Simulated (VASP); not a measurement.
**MoS2: electric field gradients with LDA**

The system is MoS2.

```
CELL_PARAMETERS angstrom
1.58675 0.91611 6.14367
-1.58675 0.91611 6.14367
0.00000 -1.83223 6.14367
ATOMIC_POSITIONS crystal
Mo 0.00000 0.00000 0.00000
S 0.74840 0.74840 0.74840
S 0.58490 0.58490 0.58490
```

* Program: VASP 6.6.1
* Task: electric field gradients
* Functional: LDA
* Potentials or basis: VASP PAW LDA potentials, release 64 (Mo_sv, S)
* Cutoff: 520 eV
* k mesh: 15 × 15 × 15
* Occupations: fermi-dirac, width 0.05 eV
* Spin: no spin polarisation
* Dipole correction: no
* Further INCAR settings: ALGO = Normal; EDIFF = 1e-08; NBANDS = 20

```json
{
 "Pressure": "-0.1 GPa",
 "Largest force": "0.657 eV/Å",
 "Band gap on the k mesh": "0.63 eV (least direct gap 1.61 eV)",
 "Largest electric field gradient by atom": "Mo -95.3; S -63.3, -61.9 V/Å²"
}
```

Forces on the atoms (eV/Å):
```
Mo   0.000  0.000 -0.003
S    0.000  0.000  0.657
S    0.000  0.000 -0.654
```

Stress tensor (GPa, compression positive):
```
-2.39  0.00  0.00
 0.00 -2.39  0.00
 0.00  0.00  4.56
```

Levels at points of the mesh, in eV from the valence-band top:
```tsv
k point	band 10	band 11	band 12	band 13	band 14	band 15	band 16	band 17
(0.00, 0.00, 0.00)	-2.63	-2.63	-1.30	-1.19	1.88	1.88	2.39	2.39
```

Electric field gradients, principal values (V/Å²):
| atom | least | middle | greatest (by size) |
| --- | --- | --- | --- |
| 1 Mo | 47.637 | 47.637 | -95.274 |
| 2 S | 31.666 | 31.666 | -63.332 |
| 3 S | 30.946 | 30.946 | -61.893 |

Run time: 14 min on 1 thread of Intel(R) Xeon(R) Platinum 8259CL CPU @ 2.50GHz (Skylake/Cascade Lake), on a shared host, peak memory 0.5 GiB.

Caveat: without QUAD_EFG the Cq values of the log hold for a quadrupole moment of 1 mb, not for the nuclei; an odd mesh through Γ misses points on the zone boundary, where band edges can lie.
